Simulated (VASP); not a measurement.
# Ir (I4/mmm) in VASP: further runs

Ir is run at these levels: PBEsol; tasks: single point.

All numbers are computed with VASP 6.6.1; they aren't measurements. Logs are shortened: lines on timing, memory, paths and dates and some standing lists are left out, and cuts for length are marked.

## (1) The cell of the first run

Symmetry: I4/mmm, No. 139, tetragonal system. The conventional cell has a = 2.715 Å, b = 2.715 Å, c = 3.916 Å, α = 90.00°, β = 90.00°, γ = 90.00°. Ir (site symmetry 4/mmm) has 12 Ir at 2.71 to 2.74 Å within 3.6 Å.

## (2) Single point, PBEsol (strain +0.0200 x Voigt [0, 1, 0, 0, 0, 0])

Input file INCAR:

```
  ALGO = Normal
  EDIFF = 1E-6
  ENCUT = 520
  GGA = PS
  ISIF = 2
  ISMEAR = 0
  LASPH = True
  LCHARG = True
  LELF = True
  LREAL = False
  LVHAR = True
  LWAVE = False
  NBANDS = 10
  NELM = 100
  PREC = Accurate
  SIGMA = 0.15
```

Input file KPOINTS:

```
k-points
0
Gamma
  22 22 22
```

Input file POSCAR:

```
Ir
1.0
    0.0000000000      1.9580940000      1.9197000000
    1.9197000000      0.0000000000      1.9197000000
    1.9197000000      1.9580940000      0.0000000000
Ir
1
Direct
    0.0000000000      0.0000000000      0.0000000000
```

Potentials or basis: VASP PAW PBE potentials, release 64 (Ir).

Launch:

```console
$ cat potpaw_PBE.64/Ir/POTCAR > POTCAR
$ mpirun -np 1 vasp_std > vasp.out
```

OUTCAR:

```text
EDIFF = 1E-6
   ENCUT = 520
   GGA = PS
   ISIF = 2
   ISMEAR = 0
   LASPH = True
   LREAL = False
   NELM = 100
   PREC = Accurate

 ion  position               nearest neighbor table
   1  0.000  0.000  0.000-

  LATTYP: Found a body centered tetragonal cell.
 ALAT       =     2.7148657757
 C/A-ratio  =     1.4424978336

  Lattice vectors:

 A1 = (   0.0000000000,  -1.9580940000,   1.9197000000)
 A2 = (   0.0000000000,  -1.9580940000,  -1.9197000000)
 A3 = (   1.9197000000,   1.9580940000,   0.0000000000)

Analysis of symmetry for initial positions (statically):
=====================================================================
 Subroutine PRICEL returns:
 Original cell was already a primitive cell.

 Routine SETGRP: Setting up the symmetry group for a
 body centered tetragonal supercell.

 Subroutine GETGRP returns: Found 16 space group operations
 (whereof 16 operations were pure point group operations)
 out of a pool of 16 trial point group operations.

The static configuration has the point symmetry D_4h.

Analysis of symmetry for dynamics (positions and initial velocities):
=====================================================================
 Subroutine PRICEL returns:
 Original cell was already a primitive cell.

 Routine SETGRP: Setting up the symmetry group for a
 body centered tetragonal supercell.

 Subroutine GETGRP returns: Found 16 space group operations
 (whereof 16 operations were pure point group operations)
 out of a pool of 16 trial point group operations.

The dynamic configuration has the point symmetry D_4h.

 Subroutine INISYM returns: Found 16 space group operations
 (whereof 16 operations are pure point group operations),
 and found     1 'primitive' translations

----------------------------------------------------------------------------------------

                                     Primitive cell

  volume of cell :      14.4321

  direct lattice vectors                    reciprocal lattice vectors
     0.000000000  1.958094000  1.919700000    -0.260457363  0.255350356  0.260457363
     1.919700000  0.000000000  1.919700000     0.260457363 -0.255350356  0.260457363
     1.919700000  1.958094000  0.000000000     0.260457363  0.255350356 -0.260457363

  length of vectors
     2.742148829  2.714865776  2.742148829     0.448196252  0.448196252  0.448196252

  position of ions in fractional coordinates (direct lattice)
     0.000000000  0.000000000  0.000000000

[... 74 lines left out ...]
   NELM   =    100;   NELMIN=  2; NELMDL= -5     # of ELM steps
   EDIFF  = 0.1E-05   stopping-criterion for ELM
   LREAL  =      F    real-space projection
   EDIFFG = 0.1E-04   stopping-criterion for IOM
   NSW    =      0    number of steps for IOM
   IBRION =     -1    ionic relax: 0-MD 1-quasi-New 2-CG
   NFREE  =      0    steps in history (QN), initial steepest desc. (CG)
   ISIF   =      2    stress and relaxation
   ISYM   =      2    0-nonsym 1-usesym 2-fastsym
   POTIM  = 0.5000    time-step for ionic-motion
   TEBEG  =    0.0;   TEEND  =   0.0 temperature during run
   PSTRESS=    0.0 pullay stress
   NELECT =       9.0000    total number of electrons
   NUPDOWN=      -1.0000    fix difference up-down
   EMIN   =  10.00;   EMAX   =-10.00  energy-range for DOS
   EFERMI =   0.00;   METHOD = LEGACY
   ISMEAR =     0;   SIGMA  =   0.15  broadening in eV -4-tet -1-fermi 0-gaus
   EFERMI_NEDOS =   21; number of points for ismear=-14 and -15
   IALGO  =     38    algorithm
   IMIX   =      4    mixing-type and parameters
     AMIX     =   0.40;   BMIX     =  1.00
     AMIX_MAG =   1.60;   BMIX_MAG =  1.00
  volume/ion in A,a.u.               =      14.43        97.39
  Fermi-wavevector in a.u.,A,eV,Ry     =   1.398660  2.643085 26.616406  1.956251
  Thomas-Fermi vector in A             =   2.521796
   LORBIT       =      0    0 simple, 1 ext, 2 COOP (PROOUT), +10 PAW based schemes
   GGA     = PS    functional components
   LHFCALC =     F    Hartree Fock is set to
   AEXX    =    0.0000 exact exchange contribution
   IVDW    =     0    specifies the selected vdW correction
   LEPSILON=     F    determine dielectric tensor
   LRPA    =     F    only Hartree local field effects (RPA)
 non-spin polarized calculation
 Gauss-broadening in eV      SIGMA  =   0.15
  energy-cutoff  :      520.00
  volume of cell :       14.43
 maximum number of plane-waves:       400
   NGX = 11   NGY = 11   NGZ = 11

 number of electron       9.0000000 magnetization

 Free energy of the ion-electron system (eV)
  ---------------------------------------------------
  ext. energy  EPLUGINS =         0.00000000
  ---------------------------------------------------
  free energy    TOTEN  =        -9.80817102 eV

  energy without entropy =       -9.79557078  energy(sigma->0) =       -9.80187090

 E-fermi :   9.8730     XC(G=0): -13.9848

 val. band max:        9.8704111368   @ k =  -0.1818   0.1364   0.0455
 cond. band min:       9.8736754080   @ k =   0.3636   0.1818  -0.0000
 fundamental gap:      0.0032642712
 Fermi energy:         9.8730258599

 k-point     1 :       0.0000    0.0000    0.0000
  band No.  band energies     occupation
      1      -1.0730      2.00000
      2       5.9476      2.00000
      3       6.2040      2.00000
      4       6.2040      2.00000
      5       8.5735      2.00000
      6       8.9131      2.00000
      7      24.2663      0.00000
      8      29.3129      0.00000
      9      29.9176      0.00000
     10      29.9176      0.00000
[... 287 lines left out ...]
 k-point    24 :      -0.4545    0.0455    0.0000
  band No.  band energies     occupation
      1       2.0481      2.00000
      2       5.9192      2.00000
      3       6.1448      2.00000
      4       8.6236      2.00000
      5      10.6685      0.00000
      6      11.1676      0.00000
      7      17.1132      0.00000
      8      23.9802      0.00000
      9      29.2588      0.00000
     10      29.6675      0.00000

 [... further k-points ...]
[... 5 lines left out ...]
  --------------------------------------------------------------------------------------
  -------------------------------------------------------------------------------------
  Total       -0.5728177     -1.2092466     -0.5728177      0.0000000      0.0000000      0.0000000
  in kB      -63.5911573   -134.2440947    -63.5911573      0.0000000      0.0000000      0.0000000
  external PRESSURE =     -87.1421364 kB  Pullay stress =       0.0000000 kB

 VOLUME and BASIS-vectors are now :
 -----------------------------------------------------------------------------
  energy-cutoff  :      520.00
  volume of cell :       14.43
      direct lattice vectors                 reciprocal lattice vectors
     0.000000000  1.958094000  1.919700000    -0.260457363  0.255350356  0.260457363
     1.919700000  0.000000000  1.919700000     0.260457363 -0.255350356  0.260457363
     1.919700000  1.958094000  0.000000000     0.260457363  0.255350356 -0.260457363

 POSITION                                       TOTAL-FORCE (eV/Angst)
 -----------------------------------------------------------------------------------
      0.00000      0.00000      0.00000         0.000000      0.000000      0.000000
 -----------------------------------------------------------------------------------
    total drift:                                0.000000      0.000000      0.000000

  FREE ENERGIE OF THE ION-ELECTRON SYSTEM (eV)
  ---------------------------------------------------
  free  energy   TOTEN  =        -9.8081710228 eV

  energy  without entropy=       -9.7955707809  energy(sigma->0) =       -9.80187090
```

stdout:

```text
POSCAR found type information on POSCAR Ir
 POSCAR found :  1 types and       1 ions
 scaLAPACK will be used
 -----------------------------------------------------------------------------
|                                                                             |
|                                                                             |
|     You enforced a specific xc type in the INCAR file but a different       |
|     I HOPE YOU KNOW WHAT YOU ARE DOING!                                     |
|                                                                             |
 -----------------------------------------------------------------------------

 LDA part: xc-table for (Slater+PW92), standard interpolation
 POSCAR, INCAR and KPOINTS ok, starting setup
 FFT: planning ... GRIDC
 FFT: planning ... GRID_SOFT
 FFT: planning ... GRID
 WAVECAR not read
 entering main loop
```

Wall time 61 s (1 thread of Intel Xeon Platinum 8488C (Sapphire Rapids), shared host); peak memory 0.23 GiB.

Results:

| Item | Value |
| --- | --- |
| Free energy | -9.8082 eV |
| Pressure | -8.7 GPa |

Stress tensor (GPa, compression positive):
```
 -6.36   0.00   0.00
  0.00 -13.42   0.00
  0.00   0.00  -6.36
```

Caveat: the cell differs from its parent crystal (strain +0.0200 x Voigt [0, 1, 0, 0, 0, 0]); the PAW data sets were made with another functional, which shifts forces and pressure a little; spin-orbit coupling is left out, which moves the levels of the heavy elements.

## (3) Single point, PBEsol (strain +0.0175 x Voigt [0, 1, 0, 0, 0, 0])

Input file INCAR:

```
SYSTEM = Ir
PREC = Accurate ; ENCUT = 520
EDIFF = 1E-7 ; ISMEAR = 0
SIGMA = 0.15 ; LREAL = .False.
LASPH = .True. ; NELM = 80
ALGO = Fast ; ISIF = 2
LWAVE = .False. ; LCHARG = .False.
GGA = PS ; NBANDS = 10
```

Input file KPOINTS:

```
regular mesh
0
Gamma
  22 22 22
  0 0 0
```

Input file POSCAR:

```
Ir
1.0
    0.0000000000      1.9532947500      1.9197000000
    1.9197000000      0.0000000000      1.9197000000
    1.9197000000      1.9532947500      0.0000000000
Ir
1
Direct
    0.0000000000      0.0000000000      0.0000000000
```

Potentials or basis: VASP PAW PBE potentials, release 64 (Ir).

Launch:

```console
$ cat potpaw_PBE.64/Ir/POTCAR > POTCAR
$ mpirun -np 1 vasp_std > vasp.out
```

Run time: 94 s. Hardware: 1 thread of Intel Xeon Platinum 8488C (Sapphire Rapids), shared host; peak memory 0.24 GiB.

The run converged. Its results:

* Free energy: -9.8110 eV
* Pressure: -7.9 GPa

Stress tensor (GPa, compression positive):
```
 -5.83   0.00   0.00
  0.00 -12.06   0.00
  0.00   0.00  -5.83
```

Levels at points of the mesh, in eV from the Fermi level:
```
           k point  band 2  band 3  band 4  band 5  band 6  band 7
(0.00, 0.00, 0.00)   -3.92   -3.69   -3.69   -1.28   -0.98   14.39
(0.50, 0.00, 0.00)   -3.98   -3.75   -0.74    0.84    0.96    7.08
(0.50, 0.50, 0.00)   -7.15    0.87    1.35    1.58    1.80   10.41
(0.50, 0.00, 0.50)   -7.14    0.90    1.44    1.44    1.44    9.94
```

Caveat: the cell differs from its parent crystal (strain +0.0175 x Voigt [0, 1, 0, 0, 0, 0]); the PAW data sets were made with another functional, which shifts forces and pressure a little; spin-orbit coupling is left out, which moves the levels of the heavy elements.
